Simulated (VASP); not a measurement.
# CaY3Cl2 (P6/mmm) in VASP: a series of runs, part 2 of 2

VASP 6.6.1.

### Step 4. Relaxation of cell and atoms, PBE

This run uses another cell than the first one, of 27.88 Å³/atom, 0.997 times its volume.

Contents of INCAR:

```
PREC     = Accurate       # precision mode
ENCUT    = 600            # plane-wave cutoff, eV
EDIFF    = 1E-7           # SCF threshold, eV
ISMEAR   = 0              # smearing method
SIGMA    = 0.1            # smearing width, eV
LREAL    = False          # projectors in reciprocal space
LASPH    = True           # aspherical terms in the spheres
NELM     = 100            # most SCF steps
ALGO     = Normal         # electronic algorithm
ISIF     = 3              # what is computed and relaxed
LWAVE    = False          # write WAVECAR
LCHARG   = False          # write CHGCAR
GGA      = PE             # functional
IBRION   = 2              # ionic algorithm
NSW      = 100            # ionic steps
EDIFFG   = -0.01          # ionic threshold
```

Contents of KPOINTS:

```
Automatic mesh
0
Gamma
  6 6 10
```

Contents of POSCAR:

```
CaY3Cl2
1.0
    7.2490944418      0.0000000000      0.0000000000
   -3.6245472209      6.2778999410      0.0000000000
    0.0000000000      0.0000000000      3.6760708529
Ca Y Cl
1 3 2
Direct
    0.0000000000      0.0000000000      0.0000000000
    0.5000000000      0.0000000000      0.5000000000
    0.0000000000      0.5000000000      0.5000000000
    0.5000000000      0.5000000000      0.5000000000
    0.6666666667      0.3333333333      0.0000000000
    0.3333333333      0.6666666667      0.0000000000
```

Potentials or basis: VASP PAW PBE potentials, release 64 (Ca_sv, Y_sv, Cl).

Command:

```sh
$ cat potpaw_PBE.64/Ca_sv/POTCAR potpaw_PBE.64/Y_sv/POTCAR potpaw_PBE.64/Cl/POTCAR > POTCAR
$ mpirun -np 1 vasp_std > vasp.out
```

OUTCAR:

```text
PREC = Accurate
   ENCUT = 600
   EDIFF = 1E-7
   ISMEAR = 0
   LREAL = False
   LASPH = True
   NELM = 100
   ISIF = 3
   GGA = PE
   IBRION = 2
   NSW = 100
   EDIFFG = -0.01

 ion  position               nearest neighbor table
   1  0.000  0.000  0.000-
   2  0.500  0.000  0.500-   5 2.79   6 2.79   5 2.79   6 2.79   3 3.62   4 3.62   4 3.62   3 3.62

   3  0.000  0.500  0.500-   5 2.79   6 2.79   5 2.79   6 2.79   2 3.62   2 3.62   4 3.62   4 3.62

   4  0.500  0.500  0.500-   5 2.79   6 2.79   5 2.79   6 2.79   2 3.62   2 3.62   3 3.62   3 3.62

   5  0.667  0.333  0.000-   2 2.79   2 2.79   3 2.79   3 2.79   4 2.79   4 2.79
   6  0.333  0.667  0.000-   2 2.79   2 2.79   3 2.79   3 2.79   4 2.79   4 2.79

  LATTYP: Found a hexagonal cell.
 ALAT       =     7.2490944418
 C/A-ratio  =     0.5071075956

  Lattice vectors:

 A1 = (   7.2490944418,   0.0000000000,   0.0000000000)
 A2 = (  -3.6245472209,   6.2778999410,   0.0000000000)
 A3 = (   0.0000000000,   0.0000000000,   3.6760708529)

Analysis of symmetry for initial positions (statically):
=====================================================================
 Subroutine PRICEL returns:
 Original cell was already a primitive cell.

 Routine SETGRP: Setting up the symmetry group for a
 hexagonal supercell.

 Subroutine GETGRP returns: Found 24 space group operations
 (whereof 24 operations were pure point group operations)
 out of a pool of 24 trial point group operations.

The static configuration has the point symmetry D_6h.

Analysis of symmetry for dynamics (positions and initial velocities):
=====================================================================
 Subroutine PRICEL returns:
 Original cell was already a primitive cell.
[... 189 lines left out ...]
      0.00000      0.00000      0.00000         0.000000      0.000000     -0.000000
      3.62455      0.00000      1.83804         0.000000      0.000000     -0.000000
     -1.81227      3.13895      1.83804         0.000000      0.000000     -0.000000
      1.81227      3.13895      1.83804         0.000000      0.000000     -0.000000
      3.62455      2.09263      0.00000        -0.000000      0.000000     -0.000000
     -0.00000      4.18527      0.00000        -0.000000     -0.000000      0.000000
 -----------------------------------------------------------------------------------
    total drift:                                0.000000      0.000000      0.000000

  FREE ENERGIE OF THE ION-ELECTRON SYSTEM (eV)
  ---------------------------------------------------
  free  energy   TOTEN  =       -28.6050173913 eV

  energy  without entropy=      -28.5793337201  energy(sigma->0) =      -28.59217556

--------------------------------------- Ionic step        2  -------------------------------------------

 number of electron      57.0000003 magnetization

 Free energy of the ion-electron system (eV)
  ---------------------------------------------------
  ext. energy  EPLUGINS =         0.00000000
  ---------------------------------------------------
  free energy    TOTEN  =       -28.60543075 eV

  energy without entropy =      -28.57959209  energy(sigma->0) =      -28.59251142

 E-fermi :   4.4199     XC(G=0):  -9.3034

 val. band max:        4.4144279852   @ k =   0.3333   0.0000   0.4000
 cond. band min:       4.4202756220   @ k =   0.3333   0.1667   0.3000
 fundamental gap:      0.0058476368
 Fermi energy:         4.4199382422

 k-point     1 :       0.0000    0.0000    0.0000
  band No.  band energies     occupation
      1     -38.8890      2.00000
      2     -38.8564      2.00000
      3     -38.8564      2.00000
      4     -37.2950      2.00000
      5     -19.5289      2.00000
      6     -18.9839      2.00000
[... 877 lines left out ...]
     33       5.6912      0.00000
     34       5.8180      0.00000

 [... further k-points ...]
[... 5 lines left out ...]
  --------------------------------------------------------------------------------------
  -------------------------------------------------------------------------------------
  Total       -0.0425105     -0.0425105      0.0478746      0.0000000      0.0000000      0.0000000
  in kB       -0.4055109     -0.4055109      0.4566798      0.0000000      0.0000000      0.0000000
  external PRESSURE =      -0.1181140 kB  Pullay stress =       0.0000000 kB

 VOLUME and BASIS-vectors are now :
 -----------------------------------------------------------------------------
  energy-cutoff  :      600.00
  volume of cell :      167.96
      direct lattice vectors                 reciprocal lattice vectors
     7.255476308  0.000000000  0.000000000     0.137826927  0.079574413 -0.000000000
    -3.627738154  6.283426799 -0.000000000     0.000000000  0.159148826 -0.000000000
    -0.000000000  0.000000000  3.684186079     0.000000000  0.000000000  0.271430373

 POSITION                                       TOTAL-FORCE (eV/Angst)
 -----------------------------------------------------------------------------------
     -0.00000      0.00000      3.68419        -0.000000     -0.000000      0.000000
      3.62774      0.00000      1.84209        -0.000000     -0.000000      0.000000
     -1.81387      3.14171      1.84209        -0.000000     -0.000000      0.000000
      1.81387      3.14171      1.84209        -0.000000     -0.000000      0.000000
      3.62774      2.09448      3.68419        -0.000000      0.000000     -0.000000
     -0.00000      4.18895     -0.00000         0.000000     -0.000000      0.000000
 -----------------------------------------------------------------------------------
    total drift:                                0.000000      0.000000      0.000000

  FREE ENERGIE OF THE ION-ELECTRON SYSTEM (eV)
  ---------------------------------------------------
  free  energy   TOTEN  =       -28.6054307535 eV

  energy  without entropy=      -28.5795920937  energy(sigma->0) =      -28.59251142

 reached required accuracy - stopping structural energy minimisation
```

CONTCAR:

```text
CaY3Cl2
   1.00000000000000
     7.2554763079675633    0.0000000000000000    0.0000000000000000
    -3.6277381539837816    6.2834267992245803   -0.0000000000000000
    -0.0000000000000000    0.0000000000000000    3.6841860794320183
  Ca              Y               Cl
     1     3     2
Direct
     0.0000000000000000    0.0000000000000000    1.0000000000000000
     0.5000000000000000    0.0000000000000000    0.5000000000000000
     0.0000000000000000    0.5000000000000000    0.5000000000000000
     0.5000000000000000    0.5000000000000000    0.5000000000000000
     0.6666666667000030    0.3333333332999970    1.0000000000000000
     0.3333333332999970    0.6666666667000030    0.0000000000000000

  0.00000000E+00  0.00000000E+00  0.00000000E+00
  0.00000000E+00  0.00000000E+00  0.00000000E+00
  0.00000000E+00  0.00000000E+00  0.00000000E+00
  0.00000000E+00  0.00000000E+00  0.00000000E+00
  0.00000000E+00  0.00000000E+00  0.00000000E+00
  0.00000000E+00  0.00000000E+00  0.00000000E+00
```

Run time: 6.5 min. Hardware: 1 thread of Intel Xeon Platinum 8488C (Sapphire Rapids), shared host; peak memory 0.52 GiB.

Results:

```yaml
Free_energy: -28.6054 eV
Relaxed_volume: 27.99 Å³/atom
Relaxed_cell: a = 7.255 Å, b = 7.255 Å, c = 3.684 Å, α = 90.00°, β = 90.00°, γ = 120.00°
Space_group_after_relaxing_to_0.05_Å: P6/mmm (No. 191)
Energy_gained_by_relaxing: 0.1 meV/atom
Ionic_steps: 2
Pressure_after_relaxing: 0.0 GPa
```

Stress tensor (GPa, compression positive):
```
-0.04  0.00  0.00
 0.00 -0.04  0.00
 0.00  0.00  0.05
```

The path:
```
step  energy change (eV)  largest force (eV/Å)  pressure (GPa)  volume (Å³)
   1              0.0000                0.0000            0.16       167.29
   2             -0.0004                0.0000           -0.01       167.96
```

Final structure:
```cif
data_structure
_symmetry_space_group_name_H-M 'P 1'
_symmetry_Int_Tables_number 1
_cell_length_a 7.2555
_cell_length_b 7.2555
_cell_length_c 3.6842
_cell_angle_alpha 90.000
_cell_angle_beta 90.000
_cell_angle_gamma 120.000
_cell_volume 167.96
loop_
_atom_site_label
_atom_site_type_symbol
_atom_site_fract_x
_atom_site_fract_y
_atom_site_fract_z
_atom_site_occupancy
Ca1 Ca 0.00000 0.00000 0.00000 1
Y1 Y 0.50000 0.00000 0.50000 1
Y2 Y 0.00000 0.50000 0.50000 1
Y3 Y 0.50000 0.50000 0.50000 1
Cl1 Cl 0.66667 0.33333 0.00000 1
Cl2 Cl 0.33333 0.66667 0.00000 1
```

Caveat: an odd number of electrons without spin polarisation forces a metal; a magnetic or distorted state may lie lower.

### Step 5. Summary

```csv
task,cell,k mesh,cutoff (eV),gap on the mesh (eV),pressure (GPa),relaxed volume (Å³/atom)
single point,"a = 7.249, b = 7.249, c = 3.685 Å, angles 90.0, 90.0, 120.0°, 6 atoms",6 × 6 × 10,520,none,0.0,-
relaxation of cell and atoms,"relaxed from a = 7.194, b = 7.194, c = 3.728 Å, angles 90.0, 90.0, 120.0°, 6 atoms",3 × 3 × 6,600,none,-0.1,27.99
relaxation of cell and atoms,"relaxed from a = 7.249, b = 7.249, c = 3.676 Å, angles 90.0, 90.0, 120.0°, 6 atoms",6 × 6 × 10,600,none,0.0,27.99
```

Alike in all rows: level PBE; potentials or basis VASP PAW PBE potentials, release 64 (Ca_sv, Y_sv, Cl); no spin polarisation; smearing gaussian 0.1 eV.

Caveats: an odd number of electrons without spin polarisation forces a metal; a magnetic or distorted state may lie lower.

Absolute energies hang on the potentials; compare differences alone.
